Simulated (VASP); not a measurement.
# AlNi (P1) in VASP: single point with r2SCAN

Aim: the single point of AlNi with r2SCAN.

Everything below comes from runs of VASP 6.6.1. Logs are shortened: lines on timing, memory, paths and dates and some standing lists are left out, and cuts for length are marked.

### Step 1. The cell of the first run

The typed cell holds 8 atoms: a = 6.600 Å, b = 5.867 Å, c = 2.970 Å, α = 89.91°, β = 90.45°, γ = 65.47°.

### Step 2. Single point, r2SCAN, collinear spin, ferromagnetic start

File POSCAR:

```
AlNi
1.0
    5.9592090000      2.8372750000     -0.0259060000
   -0.0955870000      5.8657240000      0.0043090000
   -0.0140300000      0.0021540000      2.9697360000
Al Ni
4 4
Direct
    0.9890440000      0.0216420000      0.0363910000
    0.9966150000      0.4957260000      0.9992180000
    0.5024120000      0.2301620000      0.9914200000
    0.5050760000      0.7269810000      0.0243440000
    0.2630740000      0.0714140000      0.5677740000
    0.2339280000      0.6550810000      0.4740960000
    0.7502880000      0.3612210000      0.4645450000
    0.7724850000      0.8770640000      0.4800290000
```

File INCAR.step1:

```
SYSTEM = AlNi
  ALGO = Normal
  EDIFF = 1E-4
  ENCUT = 520
  GGA = PE
  ISMEAR = 1
  ISPIN = 2
  LASPH = .True.
  LCHARG = .False.
  LMAXMIX = 4
  LREAL = .False.
  LWAVE = .True.
  MAGMOM = 0 0 0 0 2 2 2 2
  NBANDS = 40
  NELM = 150
  PREC = Accurate
  SIGMA = 0.0808
```

File INCAR.step2:

```
SYSTEM = AlNi
  ALGO = Normal
  EDIFF = 1E-6
  ENCUT = 520
  ISIF = 2
  ISMEAR = 1
  ISPIN = 2
  ISTART = 1
  LASPH = .True.
  LCHARG = .False.
  LMAXMIX = 4
  LMIXTAU = .True.
  LORBIT = 11
  LREAL = .False.
  LWAVE = .False.
  MAGMOM = 0 0 0 0 2 2 2 2
  METAGGA = R2SCAN
  NBANDS = 40
  NELM = 150
  PREC = Accurate
  SIGMA = 0.0808
```

File KPOINTS:

```
Automatic mesh
0
Gamma
  3 4 6
  0.5 0.5 0
```

Potentials or basis: VASP PAW PBE potentials, release 64 (Al, Ni).

On the command line:

```console
$ cat potpaw_PBE.64/Al/POTCAR potpaw_PBE.64/Ni/POTCAR > POTCAR
$ cp INCAR.step1 INCAR
$ mpirun -np 1 vasp_std > vasp.out
$ cp INCAR.step2 INCAR
$ mpirun -np 1 vasp_std > vasp.out
```

OUTCAR:

```text
SYSTEM = AlNi
   EDIFF = 1E-6
   ENCUT = 520
   ISIF = 2
   ISMEAR = 1
   ISPIN = 2
   ISTART = 1
   LASPH = .True.
   LORBIT = 11
   LREAL = .False.
   METAGGA = R2SCAN
   NELM = 150
   PREC = Accurate

 ion  position               nearest neighbor table
   1  0.989  0.022  0.036-   7 2.35   8 2.35   5 2.40   6 2.45   5 2.50   8 2.54   7 2.58   6 2.68
                             2 2.80   3 2.93   2 3.07   4 3.12
   2  0.997  0.496  0.999-   7 2.50   6 2.55   8 2.55   8 2.60   7 2.61   6 2.65   5 2.71   1 2.80
                             5 2.91   4 2.95   3 3.04   1 3.07
   3  0.502  0.230  0.991-   5 2.48   7 2.50   8 2.54   8 2.60   7 2.61   5 2.75   6 2.79   6 2.83
                             4 2.92   1 2.93   4 2.95   2 3.04
   4  0.505  0.727  0.024-   5 2.40   6 2.41   7 2.45   5 2.57   6 2.58   8 2.64   7 2.68   8 2.80
                             3 2.92   3 2.95   2 2.95   1 3.12
   5  0.263  0.071  0.568-   4 2.40   1 2.40   3 2.48   1 2.50   6 2.54   4 2.57   2 2.71   3 2.75
                             2 2.91   8 3.08
   6  0.234  0.655  0.474-   4 2.41   1 2.45   5 2.54   2 2.55   4 2.58   2 2.65   1 2.68   8 2.77
                             3 2.79   3 2.83
   7  0.750  0.361  0.465-   1 2.35   4 2.45   3 2.50   2 2.50   1 2.58   3 2.61   2 2.61   4 2.68
                             8 2.78
   8  0.772  0.877  0.480-   1 2.35   3 2.54   1 2.54   2 2.55   3 2.60   2 2.60   4 2.64   6 2.77
                             7 2.78   4 2.80   5 3.08

  LATTYP: Found a triclinic cell.
 ALAT       =     7.2162071379
 B/A-ratio  =     0.4115416680
 C/A-ratio  =     0.8129623020
 COS(alpha) =     0.0015366886
 COS(beta)  =     0.3803029229
 COS(gamma) =     0.4043355658

  Lattice vectors:

 A1 = (  -5.9451790000,  -2.8394290000,  -2.9438300000)
 A2 = (   0.0140300000,  -0.0021540000,  -2.9697360000)
 A3 = (   0.0955870000,  -5.8657240000,  -0.0043090000)

Analysis of symmetry for initial positions (statically):
=====================================================================
 Subroutine PRICEL returns:
 Original cell was already a primitive cell.

 Routine SETGRP: Setting up the symmetry group for a
 triclinic supercell.

 Subroutine GETGRP returns: Found  1 space group operations
 (whereof  1 operations were pure point group operations)
 out of a pool of  2 trial point group operations.

The static configuration has the point symmetry C_1 .

Analysis of symmetry for dynamics (positions and initial velocities):
=====================================================================
 Subroutine PRICEL returns:
 Original cell was already a primitive cell.

 Routine SETGRP: Setting up the symmetry group for a
 triclinic supercell.

 Subroutine GETGRP returns: Found  1 space group operations
 (whereof  1 operations were pure point group operations)
 out of a pool of  2 trial point group operations.

The dynamic configuration has the point symmetry C_1 .

Analysis of structural, dynamic, and magnetic symmetry:
=====================================================================
 Subroutine PRICEL returns:
 Original cell was already a primitive cell.

 Routine SETGRP: Setting up the symmetry group for a
 triclinic supercell.

 Subroutine GETGRP returns: Found  1 space group operations
 (whereof  1 operations were pure point group operations)
 out of a pool of  2 trial point group operations.

The overall configuration has the point symmetry C_1 .

 Subroutine INISYM returns: Found  1 space group operations
 (whereof  1 operations are pure point group operations),
 and found     1 'primitive' translations

----------------------------------------------------------------------------------------

                                     Primitive cell

  volume of cell :     104.6104

  direct lattice vectors                    reciprocal lattice vectors
     5.959209000  2.837275000 -0.025906000     0.166519216  0.002712997  0.000784723
    -0.095587000  5.865724000  0.004309000    -0.080546611  0.169169732 -0.000503230
    -0.014030000  0.002154000  2.969736000     0.001569474 -0.000221794  0.336737844

  length of vectors
     6.600225182  5.866504367  2.969769922     0.166543164  0.187367041  0.336741574

  position of ions in fractional coordinates (direct lattice)
     0.989044000  0.021642000  0.036391000
     0.996615000  0.495726000  0.999218000
     0.502412000  0.230162000  0.991420000
     0.505076000  0.726981000  0.024344000
     0.263074000  0.071414000  0.567774000
     0.233928000  0.655081000  0.474096000
     0.750288000  0.361221000  0.464545000
     0.772485000  0.877064000  0.480029000

  ion indices of the primitive-cell ions
   primitive index   ion index
                 1           1
                 2           2
                 3           3
                 4           4
                 5           5
                 6           6
                 7           7
                 8           8

----------------------------------------------------------------------------------------

 KPOINTS: Automatic mesh

Automatic generation of k-mesh.
 Grid dimensions read from file:
 generate k-points for:    3    4    6

 Generating k-lattice:

  Cartesian coordinates                     Fractional coordinates (reciprocal lattice)
     0.055506405  0.000904332  0.000261574     0.333333333  0.000000000 -0.000000000
    -0.020136653  0.042292433 -0.000125808    -0.000000000  0.250000000  0.000000000
     0.000261579 -0.000036966  0.056122974     0.000000000 -0.000000000  0.166666667

  Length of vectors
     0.055514388  0.046841760  0.056123596

  Shift w.r.t. Gamma in fractional coordinates (k-lattice)
     0.500000000  0.500000000  0.000000000

 Subroutine IBZKPT returns following result:
 ===========================================

 Found     36 irreducible k-points:

 Following reciprocal coordinates:
            Coordinates               Weight
  0.166667  0.125000 -0.000000      2.000000
  0.500000  0.125000 -0.000000      2.000000
 -0.166667  0.125000  0.000000      2.000000
  0.166667  0.375000  0.000000      2.000000
  0.500000  0.375000 -0.000000      2.000000
 -0.166667  0.375000  0.000000      2.000000
[... 16 lines left out ...]
  0.500000  0.375000  0.333333      2.000000
 -0.166667  0.375000  0.333333      2.000000
 [... further k-points ...]
   k-points           NKPTS =     36   k-points in BZ     NKDIM =     36   number of bands    NBANDS=     40
   number of dos      NEDOS =    301   number of ions     NIONS =      8
   total plane-waves  NPLWV =  57600
   dimension x,y,z NGX =    50 NGY =   48 NGZ =   24
   dimension x,y,z NGXF=   100 NGYF=   96 NGZF=   48
   ions per type =               4   4
   NGX,Y,Z   is equivalent  to a cutoff of  12.59, 13.60, 13.44 a.u.
   NGXF,Y,Z  is equivalent  to a cutoff of  25.19, 27.20, 26.87 a.u.
 SYSTEM =  AlNi
   PREC   = accura    normal or accurate (medium, high low for compatibility)
   ISTART =      1    job   : 0-new  1-cont  2-samecut
   ICHARG =      0    charge: 1-file 2-atom 10-const
   ISPIN  =      2    spin polarized calculation?
   LNONCOLLINEAR =      F non collinear calculations
   LSORBIT =      F    spin-orbit coupling
   LASPH  =      T    aspherical Exc in radial PAW
   ENCUT  =  520.0 eV  38.22 Ry    6.18 a.u.  12.27 10.91  5.52*2*pi/ulx,y,z
   NELM   =    150;   NELMIN=  2; NELMDL=  0     # of ELM steps
   EDIFF  = 0.1E-05   stopping-criterion for ELM
   LREAL  =      F    real-space projection
   EDIFFG = 0.1E-04   stopping-criterion for IOM
   NSW    =      0    number of steps for IOM
   IBRION =     -1    ionic relax: 0-MD 1-quasi-New 2-CG
   NFREE  =      0    steps in history (QN), initial steepest desc. (CG)
   ISIF   =      2    stress and relaxation
   ISYM   =      2    0-nonsym 1-usesym 2-fastsym
   POTIM  = 0.5000    time-step for ionic-motion
   TEBEG  =    0.0;   TEEND  =   0.0 temperature during run
   PSTRESS=    0.0 pullay stress
   NELECT =      52.0000    total number of electrons
   NUPDOWN=      -1.0000    fix difference up-down
   EMIN   =  10.00;   EMAX   =-10.00  energy-range for DOS
   EFERMI =   0.00;   METHOD = LEGACY
   ISMEAR =     1;   SIGMA  =   0.08  broadening in eV -4-tet -1-fermi 0-gaus
   EFERMI_NEDOS =   21; number of points for ismear=-14 and -15
   IALGO  =     38    algorithm
   IMIX   =      4    mixing-type and parameters
     AMIX     =   0.40;   BMIX     =  1.00
     AMIX_MAG =   1.60;   BMIX_MAG =  1.00
  volume/ion in A,a.u.               =      13.08        88.24
  Fermi-wavevector in a.u.,A,eV,Ry     =   1.296834  2.450661 22.881977  1.681778
  Thomas-Fermi vector in A             =   2.428265
   LORBIT       =     11    0 simple, 1 ext, 2 COOP (PROOUT), +10 PAW based schemes
   METAGGA = R2SCAN    functional components
   LHFCALC =     F    Hartree Fock is set to
   AEXX    =    0.0000 exact exchange contribution
   IVDW    =     0    specifies the selected vdW correction
   LEPSILON=     F    determine dielectric tensor
   LRPA    =     F    only Hartree local field effects (RPA)
 spin polarized calculation
 Methfessel and Paxton  Order N= 1 SIGMA  =   0.08
  energy-cutoff  :      520.00
  volume of cell :      104.61
 maximum number of plane-waves:      2840
 NGX is ok and might be reduce to    50
   NGX = 25   NGY = 21   NGZ = 11

 number of electron      51.9999994 magnetization      -0.0002048

 Free energy of the ion-electron system (eV)
  ---------------------------------------------------
  ext. energy  EPLUGINS =         0.00000000
  ---------------------------------------------------
  free energy    TOTEN  =       -79.04321369 eV

  energy without entropy =      -79.04154818  energy(sigma->0) =      -79.04265852

 E-fermi :   8.8573     XC(G=0): -12.5301

 val. band max:        8.8539859311   @ k =   0.5000  -0.1250   0.3333
 cond. band min:       8.8634967367   @ k =   0.5000   0.3750   0.5000
 fundamental gap:      0.0095108056
 Fermi energy:         8.8573387947

 spin component 1

 k-point     1 :       0.1667    0.1250   -0.0000
  band No.  band energies     occupation
      1      -2.1903      1.00000
      2       1.1131      1.00000
      3       1.7855      1.00000
      4       2.2591      1.00000
      5       2.8683      1.00000
      6       3.5092      1.00000
[... 30 lines left out ...]
     37      17.8371      0.00000
     38      18.3146      0.00000
[... 941 lines left out ...]
     37      15.3010      0.00000
     38      15.6480      0.00000

 [... further k-points ...]

 spin component 2

 k-point     1 :       0.1667    0.1250   -0.0000
  band No.  band energies     occupation
      1      -2.1903      1.00000
      2       1.1131      1.00000
      3       1.7854      1.00000
      4       2.2591      1.00000
      5       2.8683      1.00000
      6       3.5092      1.00000
[... 30 lines left out ...]
     37      17.8371      0.00000
     38      18.3146      0.00000
[... 941 lines left out ...]
     37      15.3010      0.00000
     38      15.6480      0.00000

 [... further k-points ...]

 [bands above 38 left out]

------------------------ aborting loop because EDIFF is reached ----------------------------------------

  FORCE on cell =-STRESS in cart. coord.  units (eV):
  Direction    XX          YY          ZZ          XY          YZ          ZX
  --------------------------------------------------------------------------------------
  -------------------------------------------------------------------------------------
  Total       -8.3274300     -6.4908724     -7.7486047      1.2158655     -0.5667507     -0.0824136
  in kB     -127.5400826    -99.4119915   -118.6749919     18.6217817     -8.6801605     -1.2622182
  external PRESSURE =    -115.2090220 kB  Pullay stress =       0.0000000 kB

 VOLUME and BASIS-vectors are now :
 -----------------------------------------------------------------------------
  energy-cutoff  :      520.00
  volume of cell :      104.61
      direct lattice vectors                 reciprocal lattice vectors
     5.959209000  2.837275000 -0.025906000     0.166519216  0.002712997  0.000784723
    -0.095587000  5.865724000  0.004309000    -0.080546611  0.169169732 -0.000503230
    -0.014030000  0.002154000  2.969736000     0.001569474 -0.000221794  0.336737844

 POSITION                                       TOTAL-FORCE (eV/Angst)
 -----------------------------------------------------------------------------------
      5.89134      2.93321      0.08254         0.462633     -0.537324     -0.805122
      5.87763      5.73762      2.94373         0.351124      0.187786     -0.138387
      2.95807      2.77768      2.93223        -0.296630      0.209939      0.085791
      2.94002      5.69736      0.06234         0.339053      0.295107     -0.274854
      1.55292      1.16653      1.67963         0.063500      1.235196     -0.719990
      1.32476      4.50726      1.40470         0.068796     -1.037682      0.601596
      4.43008      4.24860      1.36170        -0.399446      0.374909      0.775240
      4.51283      7.33740      1.40933        -0.589030     -0.727930      0.475727
 -----------------------------------------------------------------------------------
    total drift:                                0.001101      0.002094     -0.000211

  FREE ENERGIE OF THE ION-ELECTRON SYSTEM (eV)
  ---------------------------------------------------
  free  energy   TOTEN  =       -79.0432136924 eV

  energy  without entropy=      -79.0415481793  energy(sigma->0) =      -79.04265852

 total charge

# of ion       s       p       d       tot
------------------------------------------
    1        0.391   0.424   0.000   0.815
    2        0.372   0.377   0.000   0.749
    3        0.373   0.375   0.000   0.748
    4        0.381   0.396   0.000   0.777
    5        0.475   0.472   8.470   9.417
    6        0.457   0.457   8.450   9.364
    7        0.479   0.498   8.471   9.448
    8        0.459   0.474   8.455   9.388
--------------------------------------------------
tot          3.387   3.473  33.846  40.706

 magnetization (x)

# of ion       s       p       d       tot
------------------------------------------
    1       -0.000  -0.000   0.000  -0.000
    2       -0.000  -0.000   0.000  -0.000
    3       -0.000  -0.000   0.000  -0.000
    4       -0.000  -0.000   0.000  -0.000
    5       -0.000  -0.000  -0.000  -0.000
    6       -0.000  -0.000  -0.000  -0.000
    7       -0.000  -0.000  -0.000  -0.000
    8       -0.000  -0.000  -0.000  -0.000
--------------------------------------------------
tot         -0.000  -0.000  -0.000  -0.000
```

Wall time 27 min (1 thread of Oxide Virtual Turin-like, shared host); peak memory 0.4 GiB.

What came out:

```yaml
Free_energy: -79.0432 eV
Pressure: -11.5 GPa
Largest_force: 1.431 eV/Å
Band_gap_on_the_k_mesh: zero (filled and empty bands overlap)
Net_moment: 0.00 μB per cell
Valence_electrons_inside_the_program's_atomic_spheres: Al 0.81, 0.75, 0.78 (each value once); Ni 9.42, 9.36, 9.45, 9.39
```

Forces in eV/Å, atoms in the order of the input:
```
Al   0.463 -0.537 -0.805
Al   0.351  0.188 -0.138
Al  -0.297  0.210  0.086
Al   0.339  0.295 -0.275
Ni   0.064  1.235 -0.720
Ni   0.069 -1.038  0.602
Ni  -0.399  0.375  0.775
Ni  -0.589 -0.728  0.476
```

Stress tensor (GPa, compression positive):
```
-12.75   1.86  -0.13
  1.86  -9.94  -0.87
 -0.13  -0.87 -11.87
```

Levels at points of the mesh, in eV from the Fermi level:
Spin up:
| k point | band 24 | band 25 | band 26 | band 27 | band 28 | band 29 |
| --- | --- | --- | --- | --- | --- | --- |
| (0.17, 0.12, 0.00) | -1.35 | -0.90 | -0.69 | -0.59 | 3.05 | 3.79 |
Spin down:
```csv
k point,band 23,band 24,band 25,band 26,band 27,band 28,band 29,band 30
"(0.17, 0.12, 0.00)",-1.48,-1.35,-0.90,-0.69,-0.59,3.05,3.79,4.34
```

Caveat: the cell stands under tension; the PAW data sets were made with another functional, which shifts forces and pressure a little.
